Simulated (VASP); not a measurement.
# Mn2ZnAs2 (P-3m1) in VASP: single point with PBE

Aim: the single point of Mn2ZnAs2 with PBE.

All numbers are computed with VASP 6.6.1; they aren't measurements. Logs are shortened: lines on timing, memory, paths and dates and some standing lists are left out, and cuts for length are marked.

### Step 1. The cell of the first run

Symmetry: P-3m1, No. 164, trigonal system. Conventional cell: a = 4.099 Å, b = 4.099 Å, c = 6.572 Å, α = 90.00°, β = 90.00°, γ = 120.00°. Mn (site symmetry 3m) has 4 As at 2.53 to 2.62 Å and 3 Mn at 2.92 Å within 3.3 Å. Within 3.7 Å of Zn (site symmetry -3m) lie 6 As at 2.82 Å and 6 Mn at 3.39 Å. As (site symmetry 3m) has 4 Mn at 2.53 to 2.62 Å and 3 Zn at 2.82 Å within 3.3 Å.

### Step 2. Single point, PBE, collinear spin, antiferromagnetic start

Contents of INCAR:

```
ALGO     = Normal         # electronic algorithm
EDIFF    = 1E-6           # SCF threshold, eV
ENCUT    = 520            # plane-wave cutoff, eV
GGA      = PE             # functional
ISIF     = 2              # what is computed and relaxed
ISMEAR   = -1             # smearing method
ISPIN    = 2              # spin polarisation
LASPH    = T              # aspherical terms in the spheres
LCHARG   = T              # write CHGCAR
LELF     = T              # ELF
LMAXMIX  = 4              # l up to which the mixer works
LORBIT   = 11             # projections on sites
LREAL    = F              # projectors in reciprocal space
LVHAR    = T            
LWAVE    = F              # write WAVECAR
MAGMOM   = 4.5 -4.5 0 0 0 # initial moments
NBANDS   = 36             # bands
NELM     = 150            # most SCF steps
PREC     = Accurate       # precision mode
SIGMA    = 0.05           # smearing width, eV
```

Contents of KPOINTS:

```
k-points
0
Gamma
  8 8 5
```

Contents of POSCAR:

```
Mn2ZnAs2
1.0
    4.0990000000      0.0000000000      0.0000000000
   -2.0495000000      3.5498381300      0.0000000000
    0.0000000000      0.0000000000      6.5720000000
Mn Zn As
2 1 2
Direct
    0.3333333300      0.6666666700      0.3694400000
    0.6666666700      0.3333333300      0.6305600000
    0.0000000000      0.0000000000      0.0000000000
    0.3333333300      0.6666666700      0.7679300000
    0.6666666700      0.3333333300      0.2320700000
```

Potentials or basis: VASP PAW PBE potentials, release 64 (Mn_pv, Zn, As).

Started as:

```bash
$ cat potpaw_PBE.64/Mn_pv/POTCAR potpaw_PBE.64/Zn/POTCAR potpaw_PBE.64/As/POTCAR > POTCAR
$ mpirun -np 1 vasp_std > vasp.out
```

OUTCAR:

```text
EDIFF = 1E-6
   ENCUT = 520
   GGA = PE
   ISIF = 2
   ISMEAR = -1
   ISPIN = 2
   LASPH = T
   LORBIT = 11
   LREAL = F
   NELM = 150
   PREC = Accurate

 ion  position               nearest neighbor table
   1  0.333  0.667  0.369-   5 2.53   5 2.53   5 2.53   4 2.62   2 2.92   2 2.92   2 2.92
   2  0.667  0.333  0.631-   4 2.53   4 2.53   4 2.53   5 2.62   1 2.92   1 2.92   1 2.92
   3  0.000  0.000  0.000-   4 2.82   5 2.82   4 2.82   5 2.82   5 2.82   4 2.82
   4  0.333  0.667  0.768-   2 2.53   2 2.53   2 2.53   1 2.62   3 2.82   3 2.82   3 2.82
   5  0.667  0.333  0.232-   1 2.53   1 2.53   1 2.53   2 2.62   3 2.82   3 2.82   3 2.82

  LATTYP: Found a hexagonal cell.
 ALAT       =     4.0990000000
 C/A-ratio  =     1.6033178824

  Lattice vectors:

 A1 = (   4.0990000000,   0.0000000000,   0.0000000000)
 A2 = (  -2.0495000000,   3.5498381300,   0.0000000000)
 A3 = (   0.0000000000,   0.0000000000,   6.5720000000)

Analysis of symmetry for initial positions (statically):
=====================================================================
 Subroutine PRICEL returns:
 Original cell was already a primitive cell.

 Routine SETGRP: Setting up the symmetry group for a
 hexagonal supercell.

 Subroutine GETGRP returns: Found 12 space group operations
 (whereof 12 operations were pure point group operations)
 out of a pool of 24 trial point group operations.

The static configuration has the point symmetry D_3d.

Analysis of symmetry for dynamics (positions and initial velocities):
=====================================================================
 Subroutine PRICEL returns:
 Original cell was already a primitive cell.

 Routine SETGRP: Setting up the symmetry group for a
 hexagonal supercell.

 Subroutine GETGRP returns: Found 12 space group operations
 (whereof 12 operations were pure point group operations)
 out of a pool of 24 trial point group operations.

The dynamic configuration has the point symmetry D_3d.

Analysis of structural, dynamic, and magnetic symmetry:
=====================================================================
 Subroutine PRICEL returns:
 Original cell was already a primitive cell.

 Routine SETGRP: Setting up the symmetry group for a
 hexagonal supercell.

 Subroutine GETGRP returns: Found 12 space group operations
 (whereof 12 operations were pure point group operations)
 out of a pool of 24 trial point group operations.

The overall configuration has the point symmetry D_3d.
[... 134 lines left out ...]
   LEPSILON=     F    determine dielectric tensor
   LRPA    =     F    only Hartree local field effects (RPA)
 spin polarized calculation
  energy-cutoff  :      520.00
  volume of cell :       95.63
 maximum number of plane-waves:      2601
   NGX = 15   NGY = 15   NGZ = 25

 number of electron      48.0000017 magnetization      -0.0000000

 number of electron      48.0000017 magnetization       0.0000000

 Free energy of the ion-electron system (eV)
  ---------------------------------------------------
  ext. energy  EPLUGINS =         0.00000000
  ---------------------------------------------------
  free energy    TOTEN  =       -28.25029921 eV

  energy without entropy =      -28.22750424  energy(sigma->0) =      -28.23890172

 E-fermi :   4.9466     XC(G=0): -10.4707

 val. band max:        4.9442837706   @ k =   0.3750   0.2500   0.4000
 cond. band min:       4.9545334208   @ k =   0.1250  -0.0000   0.4000
 fundamental gap:      0.0102496502
 Fermi energy:         4.9466246914

 spin component 1

 k-point     1 :       0.0000    0.0000    0.0000
  band No.  band energies     occupation
      1     -45.2714      1.00000
      2     -45.2713      1.00000
      3     -45.1212      1.00000
      4     -41.3319      1.00000
      5     -41.3319      1.00000
      6     -41.3170      1.00000
[... 925 lines left out ...]
     35      11.7643      0.00000
     36      12.4594      0.00000

 [... further k-points ...]

 spin component 2

 k-point     1 :       0.0000    0.0000    0.0000
  band No.  band energies     occupation
      1     -45.2714      1.00000
      2     -45.2713      1.00000
      3     -45.1212      1.00000
      4     -41.3319      1.00000
      5     -41.3319      1.00000
      6     -41.3170      1.00000
[... 925 lines left out ...]
     35      11.7643      0.00000
     36      12.4594      0.00000

 [... further k-points ...]

------------------------ aborting loop because EDIFF is reached ----------------------------------------

  FORCE on cell =-STRESS in cart. coord.  units (eV):
  Direction    XX          YY          ZZ          XY          YZ          ZX
  --------------------------------------------------------------------------------------
  -------------------------------------------------------------------------------------
  Total       -1.0476344     -1.0476344     -2.7652599      0.0000000     -0.0000000     -0.0000000
  in kB      -17.5523912    -17.5523912    -46.3300227      0.0000000     -0.0000000     -0.0000000
  external PRESSURE =     -27.1449350 kB  Pullay stress =       0.0000000 kB

 VOLUME and BASIS-vectors are now :
 -----------------------------------------------------------------------------
  energy-cutoff  :      520.00
  volume of cell :       95.63
      direct lattice vectors                 reciprocal lattice vectors
     4.099000000  0.000000000  0.000000000     0.243961942  0.140851493  0.000000000
    -2.049500000  3.549838130  0.000000000     0.000000000  0.281702986  0.000000000
     0.000000000  0.000000000  6.572000000     0.000000000  0.000000000  0.152160682

 POSITION                                       TOTAL-FORCE (eV/Angst)
 -----------------------------------------------------------------------------------
     -0.00000      2.36656      2.42796         0.000000     -0.000000      0.538362
      2.04950      1.18328      4.14404        -0.000000      0.000000     -0.538362
      0.00000      0.00000      0.00000         0.000000      0.000000      0.000000
     -0.00000      2.36656      5.04684         0.000000      0.000000     -0.410574
      2.04950      1.18328      1.52516         0.000000      0.000000      0.410574
 -----------------------------------------------------------------------------------
    total drift:                                0.000000      0.000000      0.000000

  FREE ENERGIE OF THE ION-ELECTRON SYSTEM (eV)
  ---------------------------------------------------
  free  energy   TOTEN  =       -28.2502992087 eV

  energy  without entropy=      -28.2275042410  energy(sigma->0) =      -28.23890172

 total charge

# of ion       s       p       d       tot
------------------------------------------
    1        0.282   6.210   4.991  11.484
    2        0.282   6.210   4.991  11.484
    3        0.521   0.288   9.767  10.576
    4        1.223   1.540   0.038   2.802
    5        1.223   1.540   0.038   2.802
--------------------------------------------------
tot          3.532  15.789  19.826  39.147

 magnetization (x)

# of ion       s       p       d       tot
------------------------------------------
    1        0.048   0.047   3.614   3.708
    2       -0.048  -0.047  -3.614  -3.708
    3        0.000   0.000   0.000   0.000
    4       -0.004   0.020  -0.008   0.008
    5        0.004  -0.020   0.008  -0.008
--------------------------------------------------
tot          0.000   0.000  -0.000  -0.000
```

OSZICAR:

```text
N       E                     dE             d eps       ncg     rms          rms(c)
DAV:   1     0.436326154845E+03    0.43633E+03   -0.25210E+04  6040   0.153E+03
DAV:   2     0.315642888564E+01   -0.43317E+03   -0.41059E+03  5768   0.411E+02
DAV:   3    -0.298153182329E+02   -0.32972E+02   -0.31754E+02  6508   0.122E+02
DAV:   4    -0.306811229181E+02   -0.86580E+00   -0.85988E+00  6584   0.185E+01
DAV:   5    -0.306914715290E+02   -0.10349E-01   -0.10346E-01  6432   0.228E+00    0.152E+01
DAV:   6    -0.301351697012E+02    0.55630E+00   -0.17621E+01  6420   0.455E+01    0.176E+01
DAV:   7    -0.281901508123E+02    0.19450E+01   -0.63058E+00  6424   0.331E+01    0.658E+00
DAV:   8    -0.282619207852E+02   -0.71770E-01   -0.82866E-01  6356   0.734E+00    0.340E+00
DAV:   9    -0.282404755050E+02    0.21445E-01   -0.14002E-01  6528   0.372E+00    0.167E+00
DAV:  10    -0.282488705747E+02   -0.83951E-02   -0.52429E-02  6280   0.169E+00    0.639E-01
DAV:  11    -0.282501548430E+02   -0.12843E-02   -0.71170E-03  6484   0.692E-01    0.129E-01
DAV:  12    -0.282502613150E+02   -0.10647E-03   -0.13779E-03  6200   0.243E-01    0.733E-02
DAV:  13    -0.282502932950E+02   -0.31980E-04   -0.34934E-05  6388   0.437E-02    0.401E-02
DAV:  14    -0.282502984652E+02   -0.51702E-05   -0.75957E-06  6192   0.193E-02    0.163E-02
DAV:  15    -0.282502992087E+02   -0.74351E-06   -0.33284E-06  5964   0.141E-02
   1 F= -.28250299E+02 E0= -.28238902E+02  d E =-.227950E-01  mag=     0.0000
```

Run time: 3.3 min. Hardware: 1 thread of Oxide Virtual Turin-like, shared host; peak memory 0.34 GiB.

What came out:

* Free energy: -28.2503 eV
* Pressure: -2.7 GPa
* Largest force: 0.538 eV/Å
* Band gap on the k mesh: zero (filled and empty bands overlap)
* Net moment: 0.00 μB per cell
* Site moments: Mn +3.71, -3.71; Zn +0.00; As +0.01, -0.01 μB
* Valence electrons inside the program's atomic spheres: Mn 11.48; Zn 10.58; As 2.80

Forces in eV/Å, atoms in the order of the input:
```
Mn   0.000  0.000  0.538
Mn   0.000  0.000 -0.538
Zn   0.000  0.000  0.000
As   0.000  0.000 -0.411
As   0.000  0.000  0.411
```

Stress tensor (GPa, compression positive):
```
-1.76  0.00  0.00
 0.00 -1.76  0.00
 0.00  0.00 -4.63
```

Levels at points of the mesh, in eV from the Fermi level:
Spin up:
```
           k point  band 20  band 21  band 22  band 23  band 24  band 25  band 26  band 27  band 28  band 29
(0.00, 0.00, 0.00)    -1.87    -1.87    -0.41     0.45     0.45     0.46     0.96     0.96     1.74     2.56
(0.50, 0.00, 0.00)    -2.61    -2.45    -2.43    -1.27    -0.88     0.23     0.61     0.92     1.09     1.43
```
Spin down:
| k point | band 22 | band 23 | band 24 | band 25 | band 26 | band 27 |
| --- | --- | --- | --- | --- | --- | --- |
| (0.00, 0.00, 0.00) | -0.41 | 0.45 | 0.45 | 0.46 | 0.96 | 0.96 |
| (0.50, 0.00, 0.00) | -2.43 | -1.27 | -0.88 | 0.23 | 0.61 | 0.92 |
